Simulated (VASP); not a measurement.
# FeO (Fm-3m) in VASP: settings compared

FeO is run at these levels: PBE+D4, PBE, PBEsol+D4; tasks: single point.

Everything below comes from runs of VASP 6.6.1. Logs are shortened: lines on timing, memory, paths and dates and some standing lists are left out, and cuts for length are marked.

**The experiment to reproduce.**

“W\"ustite: Electric, thermodynamic and optical properties of FeO”, 2012, arxiv:1203.1201 quotes, for a bulk crystal of FeO: band gap 2.4 eV (optical).

How close the calculation comes is told below.

## (1) The cell of the first run

Symmetry: Fm-3m, No. 225, cubic system. Conventional cell: a = 4.339 Å, b = 4.339 Å, c = 4.339 Å, α = 90.00°, β = 90.00°, γ = 90.00°. Fe (site symmetry m-3m) has 6 O at 2.17 Å within 2.9 Å. O (site symmetry m-3m) has 6 Fe at 2.17 Å within 2.9 Å.

## (2) Single point, PBE+D4, collinear spin, ferromagnetic start

The input, INCAR:

```
SYSTEM = FeO
PREC = Accurate
ENCUT = 520
EDIFF = 1E-6
ISMEAR = -1
SIGMA = 0.05
LREAL = .FALSE.
LASPH = .TRUE.
NELM = 150
ALGO = Normal
ISIF = 2
LWAVE = .FALSE.
LCHARG = .TRUE.
ISPIN = 2
MAGMOM = 3 0
LORBIT = 11
LMAXMIX = 4
GGA = PE
IVDW = 13
LELF = .TRUE.
LVHAR = .TRUE.
NBANDS = 18
```

The input, KPOINTS:

```
Automatic mesh
0
G
  11 11 11
  0 0 0
```

The input, POSCAR:

```
FeO
1.0
    0.0000000000      2.1696745882      2.1696745882
    2.1696745882      0.0000000000      2.1696745882
    2.1696745882      2.1696745882      0.0000000000
Fe O
1 1
Direct
    0.0000000000      0.0000000000      0.0000000000
    0.5000000000      0.5000000000      0.5000000000
```

Potentials or basis: VASP PAW PBE potentials, release 64 (Fe, O).

Run with:

```sh
cat potpaw_PBE.64/Fe/POTCAR potpaw_PBE.64/O/POTCAR > POTCAR
mpirun -np 1 vasp_std > vasp.out
```

OUTCAR:

```text
SYSTEM = FeO
   PREC = Accurate
   ENCUT = 520
   EDIFF = 1E-6
   ISMEAR = -1
   LREAL = .FALSE.
   LASPH = .TRUE.
   NELM = 150
   ISIF = 2
   ISPIN = 2
   LORBIT = 11
   GGA = PE
   IVDW = 13

 ion  position               nearest neighbor table
   1  0.000  0.000  0.000-   2 2.17   2 2.17   2 2.17   2 2.17   2 2.17   2 2.17
   2  0.500  0.500  0.500-   1 2.17   1 2.17   1 2.17   1 2.17   1 2.17   1 2.17

  LATTYP: Found a face centered cubic cell.
 ALAT       =     4.3393491764

  Lattice vectors:

 A1 = (   0.0000000000,   2.1696745882,   2.1696745882)
 A2 = (   2.1696745882,   0.0000000000,   2.1696745882)
 A3 = (   2.1696745882,   2.1696745882,   0.0000000000)

Analysis of symmetry for initial positions (statically):
=====================================================================
 Subroutine PRICEL returns:
 Original cell was already a primitive cell.

 Routine SETGRP: Setting up the symmetry group for a
 face centered cubic supercell.

 Subroutine GETGRP returns: Found 48 space group operations
 (whereof 48 operations were pure point group operations)
 out of a pool of 48 trial point group operations.

The static configuration has the point symmetry O_h .

Analysis of symmetry for dynamics (positions and initial velocities):
=====================================================================
 Subroutine PRICEL returns:
 Original cell was already a primitive cell.

 Routine SETGRP: Setting up the symmetry group for a
 face centered cubic supercell.

 Subroutine GETGRP returns: Found 48 space group operations
 (whereof 48 operations were pure point group operations)
 out of a pool of 48 trial point group operations.

The dynamic configuration has the point symmetry O_h .

Analysis of structural, dynamic, and magnetic symmetry:
=====================================================================
 Subroutine PRICEL returns:
 Original cell was already a primitive cell.

 Routine SETGRP: Setting up the symmetry group for a
 face centered cubic supercell.

 Subroutine GETGRP returns: Found 48 space group operations
 (whereof 48 operations were pure point group operations)
 out of a pool of 48 trial point group operations.

The overall configuration has the point symmetry O_h .

 Subroutine INISYM returns: Found 48 space group operations
 (whereof 48 operations are pure point group operations),
 and found     1 'primitive' translations

----------------------------------------------------------------------------------------

                                     Primitive cell

  volume of cell :      20.4274

  direct lattice vectors                    reciprocal lattice vectors
     0.000000000  2.169674588  2.169674588    -0.230449305  0.230449305  0.230449305
     2.169674588  0.000000000  2.169674588     0.230449305 -0.230449305  0.230449305
     2.169674588  2.169674588  0.000000000     0.230449305  0.230449305 -0.230449305

  length of vectors
     3.068383229  3.068383229  3.068383229     0.399149904  0.399149904  0.399149904

  position of ions in fractional coordinates (direct lattice)
     0.000000000  0.000000000  0.000000000
     0.500000000  0.500000000  0.500000000

  ion indices of the primitive-cell ions
   primitive index   ion index
                 1           1
                 2           2

----------------------------------------------------------------------------------------

 KPOINTS: Automatic mesh

Automatic generation of k-mesh.
 Grid dimensions read from file:
 generate k-points for:   11   11   11

 Generating k-lattice:

  Cartesian coordinates                     Fractional coordinates (reciprocal lattice)
    -0.020949937  0.020949937  0.020949937     0.090909091  0.000000000  0.000000000
     0.020949937 -0.020949937  0.020949937     0.000000000  0.090909091  0.000000000
     0.020949937  0.020949937 -0.020949937     0.000000000  0.000000000  0.090909091

  Length of vectors
     0.036286355  0.036286355  0.036286355

  Shift w.r.t. Gamma in fractional coordinates (k-lattice)
     0.000000000  0.000000000  0.000000000

 Subroutine IBZKPT returns following result:
 ===========================================

 Found     56 irreducible k-points:

 Following reciprocal coordinates:
            Coordinates               Weight
  0.000000  0.000000  0.000000      1.000000
  0.090909  0.000000  0.000000      8.000000
  0.181818  0.000000  0.000000      8.000000
  0.272727  0.000000  0.000000      8.000000
  0.363636  0.000000  0.000000      8.000000
  0.454545  0.000000  0.000000      8.000000
[... 16 lines left out ...]
 -0.272727  0.181818  0.000000     24.000000
 -0.181818  0.181818  0.000000     12.000000
 [... further k-points ...]
   k-points           NKPTS =     56   k-points in BZ     NKDIM =     56   number of bands    NBANDS=     18
   number of dos      NEDOS =    301   number of ions     NIONS =      2
   total plane-waves  NPLWV =  13824
   dimension x,y,z NGX =    24 NGY =   24 NGZ =   24
   dimension x,y,z NGXF=    48 NGYF=   48 NGZF=   48
   ions per type =               1   1
   NGX,Y,Z   is equivalent  to a cutoff of  13.00, 13.00, 13.00 a.u.
   NGXF,Y,Z  is equivalent  to a cutoff of  26.01, 26.01, 26.01 a.u.
 SYSTEM =  FeO
   PREC   = accura    normal or accurate (medium, high low for compatibility)
   ISTART =      0    job   : 0-new  1-cont  2-samecut
   ICHARG =      2    charge: 1-file 2-atom 10-const
   ISPIN  =      2    spin polarized calculation?
   LNONCOLLINEAR =      F non collinear calculations
   LSORBIT =      F    spin-orbit coupling
   LASPH  =      T    aspherical Exc in radial PAW
   ENCUT  =  520.0 eV  38.22 Ry    6.18 a.u.   5.71  5.71  5.71*2*pi/ulx,y,z
   NELM   =    150;   NELMIN=  2; NELMDL= -5     # of ELM steps
   EDIFF  = 0.1E-05   stopping-criterion for ELM
   LREAL  =      F    real-space projection
   EDIFFG = 0.1E-04   stopping-criterion for IOM
   NSW    =      0    number of steps for IOM
   IBRION =     -1    ionic relax: 0-MD 1-quasi-New 2-CG
   NFREE  =      0    steps in history (QN), initial steepest desc. (CG)
   ISIF   =      2    stress and relaxation
   ISYM   =      2    0-nonsym 1-usesym 2-fastsym
   POTIM  = 0.5000    time-step for ionic-motion
   TEBEG  =    0.0;   TEEND  =   0.0 temperature during run
   PSTRESS=    0.0 pullay stress
   NELECT =      14.0000    total number of electrons
   NUPDOWN=      -1.0000    fix difference up-down
   EMIN   =  10.00;   EMAX   =-10.00  energy-range for DOS
   EFERMI =   0.00;   METHOD = LEGACY
   ISMEAR =    -1;   SIGMA  =   0.05  broadening in eV -4-tet -1-fermi 0-gaus
   EFERMI_NEDOS =   21; number of points for ismear=-14 and -15
   IALGO  =     38    algorithm
   IMIX   =      4    mixing-type and parameters
     AMIX     =   0.40;   BMIX     =  1.00
     AMIX_MAG =   1.60;   BMIX_MAG =  1.00
  volume/ion in A,a.u.               =      10.21        68.93
  Fermi-wavevector in a.u.,A,eV,Ry     =   1.443376  2.727586 28.345496  2.083335
  Thomas-Fermi vector in A             =   2.561791
   LORBIT       =     11    0 simple, 1 ext, 2 COOP (PROOUT), +10 PAW based schemes
   GGA     = PE    functional components
   LHFCALC =     F    Hartree Fock is set to
   AEXX    =    0.0000 exact exchange contribution
   IVDW    =    13    specifies the selected vdW correction
   LEPSILON=     F    determine dielectric tensor
   LRPA    =     F    only Hartree local field effects (RPA)
 spin polarized calculation
  energy-cutoff  :      520.00
  volume of cell :       20.43
 maximum number of plane-waves:       560
   NGX = 11   NGY = 11   NGZ = 11

 number of electron      14.0000001 magnetization       4.0004802

 Free energy of the ion-electron system (eV)
  ---------------------------------------------------
  ext. energy  EPLUGINS =         0.00000000
  ---------------------------------------------------
  free energy    TOTEN  =       -14.93166474 eV

  energy without entropy =      -14.91938318  energy(sigma->0) =      -14.92552396

 E-fermi :   5.9863     XC(G=0): -12.0546

 val. band max:        5.9829158275   @ k =  -0.2727   0.3636   0.0909
 cond. band min:       5.9883865656   @ k =  -0.3636   0.2727   0.0909
 fundamental gap:      0.0054707381
 Fermi energy:         5.9862638028

 spin component 1

 k-point     1 :       0.0000    0.0000    0.0000
  band No.  band energies     occupation
      1     -14.5729      1.00000
      2       2.1361      1.00000
      3       2.1361      1.00000
      4       2.1361      1.00000
      5       2.2615      1.00000
      6       2.2615      1.00000
[... 10 lines left out ...]
     17      26.2616      0.00000
     18      29.4875      0.00000
[... 463 lines left out ...]
 k-point    24 :      -0.1818    0.1818    0.0000
  band No.  band energies     occupation
      1     -13.8992      1.00000
      2      -1.1467      1.00000
      3      -0.0941      1.00000
      4       0.4013      1.00000
      5       2.4732      1.00000
      6       2.7334      1.00000
[... 10 lines left out ...]
     17      32.1694      0.00000
     18      33.9411      0.00000

 [... further k-points ...]

 spin component 2

 k-point     1 :       0.0000    0.0000    0.0000
  band No.  band energies     occupation
      1     -14.0471      1.00000
      2       2.8106      1.00000
      3       2.8106      1.00000
      4       2.8106      1.00000
      5       5.2802      1.00000
      6       5.2805      1.00000
[... 10 lines left out ...]
     17      27.8435      0.00000
     18      30.5534      0.00000
[... 463 lines left out ...]
 k-point    24 :      -0.1818    0.1818    0.0000
  band No.  band energies     occupation
      1     -13.3616      1.00000
      2      -0.2788      1.00000
      3       1.4037      1.00000
      4       1.4312      1.00000
      5       5.7421      0.99248
      6       5.9483      0.68134
[... 10 lines left out ...]
     17      32.9445      0.00000
     18      34.6822      0.00000

 [... further k-points ...]

------------------------ aborting loop because EDIFF is reached ----------------------------------------

  DFT-D4 for vdW energy calculation

  Edisp (eV):   -0.66109

  FORCE on cell =-STRESS in cart. coord.  units (eV):
  Direction    XX          YY          ZZ          XY          YZ          ZX
  --------------------------------------------------------------------------------------
  -------------------------------------------------------------------------------------
  Total      -1.00273    -1.00273    -1.00273     0.00000    -0.00000     0.00000
  in kB     -78.64701   -78.64701   -78.64701     0.00000    -0.00000     0.00000
  external pressure =      -78.65 kB  Pullay stress =        0.00 kB

 VOLUME and BASIS-vectors are now :
 -----------------------------------------------------------------------------
  energy-cutoff  :      520.00
  volume of cell :       20.43
      direct lattice vectors                 reciprocal lattice vectors
     0.000000000  2.169674588  2.169674588    -0.230449305  0.230449305  0.230449305
     2.169674588  0.000000000  2.169674588     0.230449305 -0.230449305  0.230449305
     2.169674588  2.169674588  0.000000000     0.230449305  0.230449305 -0.230449305

 POSITION                                       TOTAL-FORCE (eV/Angst)
 -----------------------------------------------------------------------------------
      0.00000      0.00000      0.00000         0.000000      0.000000      0.000000
      2.16967      2.16967      2.16967        -0.000000      0.000000      0.000000
 -----------------------------------------------------------------------------------
    total drift:                                0.000000     -0.000000      0.000000

  FREE ENERGIE OF THE ION-ELECTRON SYSTEM (eV)
  ---------------------------------------------------
  free  energy   TOTEN  =       -15.5927585607 eV

  energy  without entropy=      -15.5804769941  energy(sigma->0) =      -15.58661778

 total charge

# of ion       s       p       d       tot
------------------------------------------
    1        0.282   0.345   6.072   6.700
    2        1.556   3.427   0.000   4.983
--------------------------------------------------
tot          1.838   3.772   6.072  11.683

 magnetization (x)

# of ion       s       p       d       tot
------------------------------------------
    1        0.027   0.021   3.574   3.622
    2        0.029   0.268   0.000   0.298
--------------------------------------------------
tot          0.056   0.289   3.574   3.919
```

It took 60 s on 1 thread of Intel Xeon 8259CL, shared host; peak memory 0.17 GiB.

Results:

```
Free energy                                           : -15.5928 eV
Pressure                                              : -7.9 GPa
Band gap on the k mesh                                : zero (filled and empty bands overlap)
Net moment                                            : 4.00 μB per cell
Site moments                                          : Fe +3.62; O +0.30 μB
Valence electrons inside the program's atomic spheres : Fe 6.70; O 4.98
Dispersion energy per atom                            : -0.331 eV
```

Levels at points of the mesh, in eV from the Fermi level:
Spin up:
```
           k point  band 7  band 8  band 9  band 10  band 11  band 12
(0.00, 0.00, 0.00)   -3.72   -3.67   -3.67    -0.02    15.40    16.87
```
Spin down:
| k point | band 3 | band 4 | band 5 | band 6 | band 7 | band 8 |
| --- | --- | --- | --- | --- | --- | --- |
| (0.00, 0.00, 0.00) | -3.18 | -3.18 | -0.71 | -0.71 | -0.71 | 0.20 |

Caveat: the cell stands under tension; a cell with one magnetic atom can't hold antiferromagnetic order, which such compounds often take; semilocal functionals often make such compounds metallic where correlation or magnetic order opens a gap, which also shifts bond lengths. With open d or f shells a metallic result of PBE can be an artefact of self-interaction; +U or a hybrid may open a gap.

(Continued in part 2 of 2.)
